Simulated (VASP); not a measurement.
# MgSn6N (P312) in VASP: single point with PBE

Aim: the single point of MgSn6N with PBE.

All numbers are computed with VASP 6.6.1; they aren't measurements. Logs are shortened: lines on timing, memory, paths and dates and some standing lists are left out, and cuts for length are marked.

## 1. The cell of the first run

The structure is trigonal, space group P312 (No. 149). Conventional cell: a = 6.737 Å, b = 6.737 Å, c = 5.151 Å, α = 90.00°, β = 90.00°, γ = 120.00°. Mg (site symmetry 32) has 6 Sn at 2.90 Å within 3.8 Å. Sn (site symmetry 1) has 1 N at 2.47 Å and 1 Mg at 2.90 Å and 2 Sn at 2.91 to 3.17 Å within 3.3 Å. Within 3.3 Å of N (site symmetry 32) lie 6 Sn at 2.47 Å.

## 2. Single point, PBE

INCAR reads:

```
ALGO     = Normal         # electronic algorithm
EDIFF    = 1E-7           # SCF threshold, eV
ENCUT    = 520            # plane-wave cutoff, eV
GGA      = PE             # functional
ISIF     = 2              # what is computed and relaxed
ISMEAR   = 0              # smearing method
LASPH    = True           # aspherical terms in the spheres
LCHARG   = False          # write CHGCAR
LREAL    = False          # projectors in reciprocal space
LWAVE    = False          # write WAVECAR
NBANDS   = 56             # bands
NELM     = 80             # most SCF steps
PREC     = Accurate       # precision mode
SIGMA    = 0.2            # smearing width, eV
```

KPOINTS reads:

```
k-points
0
Gamma
  3 3 3
```

POSCAR reads:

```
MgSn6N
1.0
    6.7373349289      0.0000000000      0.0000000000
   -3.3686674645      5.8347032023      0.0000000000
    0.0000000000      0.0000000000      5.1505911039
Mg Sn N
1 6 1
Direct
    0.3333333333      0.6666666667      0.5000000000
   -0.0507461758      0.6587174349      0.7649574505
    0.3412825651      0.2905363893      0.7649574505
   -0.0507461758      0.2905363893      0.2350425495
    0.7094636107      0.6587174349      0.2350425495
    0.3412825651      0.0507461758      0.2350425495
    0.7094636107      0.0507461758      0.7649574505
    0.0000000000      0.0000000000      0.0000000000
```

Potentials or basis: VASP PAW PBE potentials, release 64 (Mg, Sn_d, N).

Launch:

```console
$ cat potpaw_PBE.64/Mg/POTCAR potpaw_PBE.64/Sn_d/POTCAR potpaw_PBE.64/N/POTCAR > POTCAR
$ mpirun -np 1 vasp_std > vasp.out
```

OUTCAR:

```text
EDIFF = 1E-7
   ENCUT = 520
   GGA = PE
   ISIF = 2
   ISMEAR = 0
   LASPH = True
   LREAL = False
   NELM = 80
   PREC = Accurate

 ion  position               nearest neighbor table
   1  0.333  0.667  0.500-   2 2.90   6 2.90   4 2.90   7 2.90   5 2.90   3 2.90
   2  0.949  0.659  0.765-   8 2.47   1 2.90   5 2.91   5 3.17   4 3.47   3 3.57   7 3.57   6 3.58
                             4 3.69   7 3.72   3 3.72
   3  0.341  0.291  0.765-   8 2.47   1 2.90   6 2.91   6 3.17   5 3.47   2 3.57   7 3.57   4 3.58
                             5 3.69   7 3.72   2 3.72
   4  0.949  0.291  0.235-   8 2.47   1 2.90   7 2.91   7 3.17   2 3.47   6 3.57   5 3.57   3 3.58
                             2 3.69   6 3.72   5 3.72
   5  0.709  0.659  0.235-   8 2.47   1 2.90   2 2.91   2 3.17   3 3.47   4 3.57   6 3.57   7 3.58
                             3 3.69   6 3.72   4 3.72
   6  0.341  0.051  0.235-   8 2.47   1 2.90   3 2.91   3 3.17   7 3.47   4 3.57   5 3.57   2 3.58
                             7 3.69   5 3.72   4 3.72
   7  0.709  0.051  0.765-   8 2.47   1 2.90   4 2.91   4 3.17   6 3.47   3 3.57   2 3.57   5 3.58
                             6 3.69   3 3.72   2 3.72
   8  0.000  0.000  0.000-   6 2.47   7 2.47   3 2.47   5 2.47   4 2.47   2 2.47

  LATTYP: Found a hexagonal cell.
 ALAT       =     6.7373349289
 C/A-ratio  =     0.7644849422

  Lattice vectors:

 A1 = (   6.7373349289,   0.0000000000,   0.0000000000)
 A2 = (  -3.3686674645,   5.8347032023,   0.0000000000)
 A3 = (   0.0000000000,   0.0000000000,   5.1505911039)

Analysis of symmetry for initial positions (statically):
=====================================================================
 Subroutine PRICEL returns:
 Original cell was already a primitive cell.

 Routine SETGRP: Setting up the symmetry group for a
 hexagonal supercell.

 Subroutine GETGRP returns: Found  6 space group operations
 (whereof  6 operations were pure point group operations)
 out of a pool of 24 trial point group operations.

The static configuration has the point symmetry D_3 .

Analysis of symmetry for dynamics (positions and initial velocities):
=====================================================================
 Subroutine PRICEL returns:
 Original cell was already a primitive cell.

 Routine SETGRP: Setting up the symmetry group for a
 hexagonal supercell.

 Subroutine GETGRP returns: Found  6 space group operations
 (whereof  6 operations were pure point group operations)
 out of a pool of 24 trial point group operations.

The dynamic configuration has the point symmetry D_3 .

 Subroutine INISYM returns: Found  6 space group operations
 (whereof  6 operations are pure point group operations),
 and found     1 'primitive' translations

----------------------------------------------------------------------------------------

                                     Primitive cell

  volume of cell :     202.4715

  direct lattice vectors                    reciprocal lattice vectors
     6.737334929  0.000000000  0.000000000     0.148426642  0.085694162  0.000000000
    -3.368667465  5.834703202  0.000000000     0.000000000  0.171388324  0.000000000
     0.000000000  0.000000000  5.150591104     0.000000000  0.000000000  0.194152473

  length of vectors
     6.737334929  6.737334929  5.150591104     0.171388324  0.171388324  0.194152473

  position of ions in fractional coordinates (direct lattice)
     0.333333333  0.666666667  0.500000000
     0.949253824  0.658717435  0.764957450
     0.341282565  0.290536389  0.764957450
     0.949253824  0.290536389  0.235042550
     0.709463611  0.658717435  0.235042550
     0.341282565  0.050746176  0.235042550
     0.709463611  0.050746176  0.764957450
     0.000000000  0.000000000  0.000000000

  ion indices of the primitive-cell ions
   primitive index   ion index
                 1           1
                 2           2
                 3           3
                 4           4
                 5           5
                 6           6
                 7           7
                 8           8

----------------------------------------------------------------------------------------

 KPOINTS: k-points

Automatic generation of k-mesh.
 Grid dimensions read from file:
 generate k-points for:    3    3    3

 Generating k-lattice:

  Cartesian coordinates                     Fractional coordinates (reciprocal lattice)
     0.049475547  0.028564721  0.000000000     0.333333333  0.000000000  0.000000000
     0.000000000  0.057129441  0.000000000     0.000000000  0.333333333  0.000000000
     0.000000000  0.000000000  0.064717491     0.000000000  0.000000000  0.333333333

  Length of vectors
     0.057129441  0.057129441  0.064717491

  Shift w.r.t. Gamma in fractional coordinates (k-lattice)
     0.000000000  0.000000000  0.000000000

 Subroutine IBZKPT returns following result:
 ===========================================

 Found      7 irreducible k-points:

 Following reciprocal coordinates:
            Coordinates               Weight
  0.000000  0.000000  0.000000      1.000000
  0.333333  0.000000  0.000000      6.000000
  0.333333  0.333333  0.000000      2.000000
  0.000000  0.000000  0.333333      2.000000
  0.333333  0.000000  0.333333     12.000000
  0.333333  0.333333  0.333333      2.000000
 -0.333333 -0.333333  0.333333      2.000000
   k-points           NKPTS =      7   k-points in BZ     NKDIM =      7   number of bands    NBANDS=     56
   number of dos      NEDOS =    301   number of ions     NIONS =      8
   total plane-waves  NPLWV = 100000
   dimension x,y,z NGX =    50 NGY =   50 NGZ =   40
   dimension x,y,z NGXF=   100 NGYF=  100 NGZF=   80
   ions per type =               1   6   1
   NGX,Y,Z   is equivalent  to a cutoff of  12.34, 12.34, 12.91 a.u.
   NGXF,Y,Z  is equivalent  to a cutoff of  24.68, 24.68, 25.82 a.u.
 SYSTEM =  unknown system
   PREC   = accura    normal or accurate (medium, high low for compatibility)
   ISTART =      0    job   : 0-new  1-cont  2-samecut
   ICHARG =      2    charge: 1-file 2-atom 10-const
   ISPIN  =      1    spin polarized calculation?
   LNONCOLLINEAR =      F non collinear calculations
   LSORBIT =      F    spin-orbit coupling
   LASPH  =      T    aspherical Exc in radial PAW
   ENCUT  =  520.0 eV  38.22 Ry    6.18 a.u.  12.53 12.53  9.58*2*pi/ulx,y,z
   NELM   =     80;   NELMIN=  2; NELMDL= -5     # of ELM steps
   EDIFF  = 0.1E-06   stopping-criterion for ELM
   LREAL  =      F    real-space projection
   EDIFFG = 0.1E-05   stopping-criterion for IOM
   NSW    =      0    number of steps for IOM
   IBRION =     -1    ionic relax: 0-MD 1-quasi-New 2-CG
   NFREE  =      0    steps in history (QN), initial steepest desc. (CG)
   ISIF   =      2    stress and relaxation
   ISYM   =      2    0-nonsym 1-usesym 2-fastsym
   POTIM  = 0.5000    time-step for ionic-motion
   TEBEG  =    0.0;   TEEND  =   0.0 temperature during run
   PSTRESS=    0.0 pullay stress
   NELECT =      91.0000    total number of electrons
   NUPDOWN=      -1.0000    fix difference up-down
   EMIN   =  10.00;   EMAX   =-10.00  energy-range for DOS
   EFERMI =   0.00;   METHOD = LEGACY
   ISMEAR =     0;   SIGMA  =   0.20  broadening in eV -4-tet -1-fermi 0-gaus
   EFERMI_NEDOS =   21; number of points for ismear=-14 and -15
   IALGO  =     38    algorithm
   IMIX   =      4    mixing-type and parameters
     AMIX     =   0.40;   BMIX     =  1.00
     AMIX_MAG =   1.60;   BMIX_MAG =  1.00
  volume/ion in A,a.u.               =      25.31       170.79
  Fermi-wavevector in a.u.,A,eV,Ry     =   1.254009  2.369733 21.395684  1.572538
  Thomas-Fermi vector in A             =   2.387834
   LORBIT       =      0    0 simple, 1 ext, 2 COOP (PROOUT), +10 PAW based schemes
   GGA     = PE    functional components
   LHFCALC =     F    Hartree Fock is set to
   AEXX    =    0.0000 exact exchange contribution
   IVDW    =     0    specifies the selected vdW correction
   LEPSILON=     F    determine dielectric tensor
   LRPA    =     F    only Hartree local field effects (RPA)
 non-spin polarized calculation
 Gauss-broadening in eV      SIGMA  =   0.20
  energy-cutoff  :      520.00
  volume of cell :      202.47
 maximum number of plane-waves:      5479
 NGX is ok and might be reduce to    50
   NGX = 25   NGY = 25   NGZ = 19

 number of electron      90.9999975 magnetization

 Free energy of the ion-electron system (eV)
  ---------------------------------------------------
  ext. energy  EPLUGINS =         0.00000000
  ---------------------------------------------------
  free energy    TOTEN  =       -30.74300830 eV

  energy without entropy =      -30.66512039  energy(sigma->0) =      -30.70406434

 E-fermi :   6.8284     XC(G=0):  -9.9144

 val. band max:        6.8231035537   @ k =   0.0000   0.0000   0.3333
 cond. band min:       6.8715450466   @ k =  -0.3333  -0.3333   0.3333
 fundamental gap:      0.0484414928
 Fermi energy:         6.8284371657

 k-point     1 :       0.0000    0.0000    0.0000
  band No.  band energies     occupation
      1     -14.8663      2.00000
      2     -14.8427      2.00000
      3     -14.8325      2.00000
      4     -14.8325      2.00000
      5     -14.7766      2.00000
      6     -14.7671      2.00000
[... 48 lines left out ...]
     55      10.9522      0.00000
     56      11.2239      0.00000

 k-point     2 :       0.3333    0.0000    0.0000
  band No.  band energies     occupation
      1     -14.8556      2.00000
      2     -14.8433      2.00000
      3     -14.8353      2.00000
      4     -14.8342      2.00000
      5     -14.7907      2.00000
      6     -14.7746      2.00000
[... 48 lines left out ...]
     55      10.4863      0.00000
     56      10.9179      0.00000
[... 234 lines left out ...]
     55      10.3838      0.00000
     56      10.8577      0.00000

 k-point     7 :      -0.3333   -0.3333    0.3333
  band No.  band energies     occupation
      1     -14.8517      2.00000
      2     -14.8461      2.00000
      3     -14.8458      2.00000
      4     -14.8365      2.00000
      5     -14.7944      2.00000
      6     -14.7836      2.00000
[... 48 lines left out ...]
     55      11.0644      0.00000
     56      11.1780      0.00000

------------------------ aborting loop because EDIFF is reached ----------------------------------------

  FORCE on cell =-STRESS in cart. coord.  units (eV):
  Direction    XX          YY          ZZ          XY          YZ          ZX
  --------------------------------------------------------------------------------------
  -------------------------------------------------------------------------------------
  Total        0.5384728      0.5384728      0.0697916     -0.0000000     -0.0000000      0.0000000
  in kB        4.2609884      4.2609884      0.5522675     -0.0000000     -0.0000000      0.0000000
  external PRESSURE =       3.0247481 kB  Pullay stress =       0.0000000 kB

 VOLUME and BASIS-vectors are now :
 -----------------------------------------------------------------------------
  energy-cutoff  :      520.00
  volume of cell :      202.47
      direct lattice vectors                 reciprocal lattice vectors
     6.737334929  0.000000000  0.000000000     0.148426642  0.085694162  0.000000000
    -3.368667465  5.834703202  0.000000000     0.000000000  0.171388324  0.000000000
     0.000000000  0.000000000  5.150591104     0.000000000  0.000000000  0.194152473

 POSITION                                       TOTAL-FORCE (eV/Angst)
 -----------------------------------------------------------------------------------
     -0.00000      3.88980      2.57530        -0.000000     -0.000000     -0.000000
      4.17644      3.84342      3.93998        -0.021189      0.005259     -0.025627
      1.32061      1.69519      3.93998         0.006040     -0.020980     -0.025627
      5.41672      1.69519      1.21061        -0.006040     -0.020980      0.025627
      2.56089      3.84342      1.21061         0.021189      0.005259      0.025627
      2.12839      0.29609      1.21061        -0.015149      0.015721      0.025627
      4.60895      0.29609      3.93998         0.015149      0.015721     -0.025627
      0.00000      0.00000      0.00000        -0.000000     -0.000000     -0.000000
 -----------------------------------------------------------------------------------
    total drift:                               -0.000000      0.000000      0.000000

  FREE ENERGIE OF THE ION-ELECTRON SYSTEM (eV)
  ---------------------------------------------------
  free  energy   TOTEN  =       -30.7430082973 eV

  energy  without entropy=      -30.6651203878  energy(sigma->0) =      -30.70406434
```

It took 2.4 min on 1 thread of Oxide Virtual Turin-like, shared host; peak memory 0.3 GiB.

Results:

| Item | Value |
| --- | --- |
| Free energy | -30.7430 eV |
| Pressure | 0.3 GPa |
| Largest force | 0.034 eV/Å |
| Band gap on the k mesh | zero (an odd number of electrons rules out a gap without spin polarisation) |

Forces on the atoms (eV/Å):
```
Mg   0.000  0.000  0.000
Sn  -0.021  0.005 -0.026
Sn   0.006 -0.021 -0.026
Sn  -0.006 -0.021  0.026
Sn   0.021  0.005  0.026
Sn  -0.015  0.016  0.026
Sn   0.015  0.016 -0.026
N    0.000  0.000  0.000
```

Levels at points of the mesh, in eV from the Fermi level:
```
           k point  band 42  band 43  band 44  band 45  band 46  band 47  band 48  band 49
(0.00, 0.00, 0.00)    -2.58    -1.37    -0.48    -0.48     0.23     0.23     0.38     0.38
```

Caveat: the k points lie up to 0.41 Å⁻¹ apart, too coarse for converged energies and pressures of a metal; spin-orbit coupling is left out, which moves the levels of the heavy elements.

The gap in the log of VASP goes by the Fermi energy; the results here count the filled bands.